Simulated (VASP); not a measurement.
The system is Ba8Hf5Zr3O24.

```
CELL_PARAMETERS angstrom
8.33296 0.00000 0.00000
0.00000 8.33296 0.00000
0.00000 0.00000 8.33296
ATOMIC_POSITIONS crystal
Ba 0.00139 0.99869 0.00080
Ba 0.00746 0.00318 0.49964
Ba 0.00091 0.49963 0.99870
Ba 0.99931 0.49898 0.50193
Ba 0.50263 0.99635 0.00076
Ba 0.49797 0.00581 0.50020
Ba 0.49960 0.50285 0.99796
Ba 0.49714 0.49814 0.50111
Hf 0.25158 0.24762 0.24782
Hf 0.24421 0.24818 0.75036
Hf 0.75422 0.25130 0.24902
Hf 0.75413 0.24986 0.75041
Hf 0.74896 0.74606 0.74747
Zr 0.24913 0.74719 0.24895
Zr 0.25224 0.74921 0.74797
Zr 0.75321 0.75004 0.25450
O 0.25330 0.24622 0.00266
O 0.24897 0.25028 0.49650
O 0.25346 0.75352 0.99712
O 0.24461 0.74528 0.49695
O 0.74807 0.24706 0.99882
O 0.74979 0.24900 0.50228
O 0.74872 0.75196 0.00321
O 0.75181 0.75122 0.49977
O 0.00263 0.25347 0.25046
O 0.99635 0.25220 0.74932
O 0.99821 0.74915 0.25060
O 0.99990 0.74908 0.74994
O 0.49858 0.25014 0.25310
O 0.49777 0.24599 0.75274
O 0.49926 0.74881 0.24639
O 0.50110 0.75165 0.74901
O 0.24998 0.00043 0.25065
O 0.25032 0.99982 0.75110
O 0.25116 0.49853 0.24549
O 0.24881 0.49808 0.74973
O 0.75210 0.00206 0.25205
O 0.74830 0.99933 0.75139
O 0.74942 0.50250 0.25030
O 0.75114 0.49872 0.75172
```

- Program: VASP 6.6.1
- Task: relaxation of volume and atoms at fixed shape
- Functional: PBEsol
- Potentials or basis: VASP PAW PBE potentials, release 64 (Ba_sv, Hf_pv, Zr_sv, O)
- Cutoff: 700 eV
- k mesh: 1 × 1 × 1, shifted
- Occupations: fermi-dirac, width 0.05 eV
- Spin: no spin polarisation

At the start: pressure 0.2 GPa; volume 14.47 Å³/atom.

Question: Where does the relaxation end?

Answer: Over 12 steps the energy falls by 7.2 meV/atom; space group P1 (No. 1, to 0.1 Å) before, P4/mmm (No. 123, to 0.1 Å).

The path:
| step | energy change (eV) | largest force (eV/Å) | pressure (GPa) | volume (Å³) |
| --- | --- | --- | --- | --- |
| 1 | 0.0000 | 1.6211 | 0.16 | 578.63 |
| 2 | -0.1466 | 1.2024 | -0.25 | 579.84 |
| 3 | -0.2266 | 0.3532 | -0.17 | 579.39 |
| 4 | -0.2583 | 0.1910 | 0.14 | 578.30 |
| 5 | -0.2643 | 0.2284 | 0.35 | 577.58 |
| 6 | -0.2776 | 0.1185 | -0.29 | 579.69 |
| 7 | -0.2776 | 0.1122 | -0.25 | 579.55 |
| 8 | -0.2829 | 0.0626 | 0.11 | 578.29 |
| 9 | -0.2830 | 0.0660 | 0.17 | 578.11 |
| 10 | -0.2852 | 0.0635 | -0.05 | 578.84 |
| 11 | -0.2852 | 0.0606 | -0.04 | 578.82 |
| 12 | -0.2864 | 0.0253 | -0.02 | 578.75 |

Final structure:
```yaml
crystal:
  lattice:
    - [8.33357, 0.00000, 0.00000]
    - [0.00000, 8.33357, 0.00000]
    - [0.00000, 0.00000, 8.33357]
  atoms:
    - { symbol: Ba, position: [0.00000, 0.00012, 0.99965] }
    - { symbol: Ba, position: [0.00017, 0.00076, 0.50014] }
    - { symbol: Ba, position: [0.99985, 0.49907, 0.99976] }
    - { symbol: Ba, position: [0.99990, 0.49887, 0.50034] }
    - { symbol: Ba, position: [0.50065, 0.00050, 0.99975] }
    - { symbol: Ba, position: [0.50094, 0.00088, 0.50033] }
    - { symbol: Ba, position: [0.50069, 0.49898, 0.99975] }
    - { symbol: Ba, position: [0.50045, 0.49899, 0.50020] }
    - { symbol: Hf, position: [0.25017, 0.24975, 0.24990] }
    - { symbol: Hf, position: [0.25027, 0.24958, 0.75000] }
    - { symbol: Hf, position: [0.75027, 0.24981, 0.25033] }
    - { symbol: Hf, position: [0.75026, 0.24982, 0.75029] }
    - { symbol: Hf, position: [0.75011, 0.74983, 0.74999] }
    - { symbol: Zr, position: [0.25049, 0.74974, 0.24974] }
    - { symbol: Zr, position: [0.25005, 0.74952, 0.74966] }
    - { symbol: Zr, position: [0.75042, 0.74972, 0.25000] }
    - { symbol: O, position: [0.25064, 0.24764, 0.99983] }
    - { symbol: O, position: [0.24986, 0.25083, 0.49991] }
    - { symbol: O, position: [0.25090, 0.75100, 0.99928] }
    - { symbol: O, position: [0.24886, 0.74728, 0.49965] }
    - { symbol: O, position: [0.74961, 0.24960, 0.00025] }
    - { symbol: O, position: [0.75041, 0.25009, 0.50066] }
    - { symbol: O, position: [0.74932, 0.75046, 0.99873] }
    - { symbol: O, position: [0.75103, 0.74958, 0.50151] }
    - { symbol: O, position: [0.00011, 0.25080, 0.25016] }
    - { symbol: O, position: [0.99989, 0.24978, 0.75057] }
    - { symbol: O, position: [0.00012, 0.74911, 0.24820] }
    - { symbol: O, position: [0.99852, 0.74915, 0.75082] }
    - { symbol: O, position: [0.50034, 0.24933, 0.25092] }
    - { symbol: O, position: [0.50023, 0.24915, 0.74961] }
    - { symbol: O, position: [0.50046, 0.75050, 0.25035] }
    - { symbol: O, position: [0.50149, 0.74969, 0.74871] }
    - { symbol: O, position: [0.24976, 0.00138, 0.25116] }
    - { symbol: O, position: [0.24927, 0.00107, 0.74753] }
    - { symbol: O, position: [0.25129, 0.49807, 0.24758] }
    - { symbol: O, position: [0.25032, 0.49775, 0.75120] }
    - { symbol: O, position: [0.75116, 0.00159, 0.25094] }
    - { symbol: O, position: [0.75015, 0.00013, 0.75026] }
    - { symbol: O, position: [0.74996, 0.49824, 0.25035] }
    - { symbol: O, position: [0.74947, 0.49946, 0.75094] }
```

Caveat: the PAW data sets were made with another functional, which shifts forces and pressure a little.
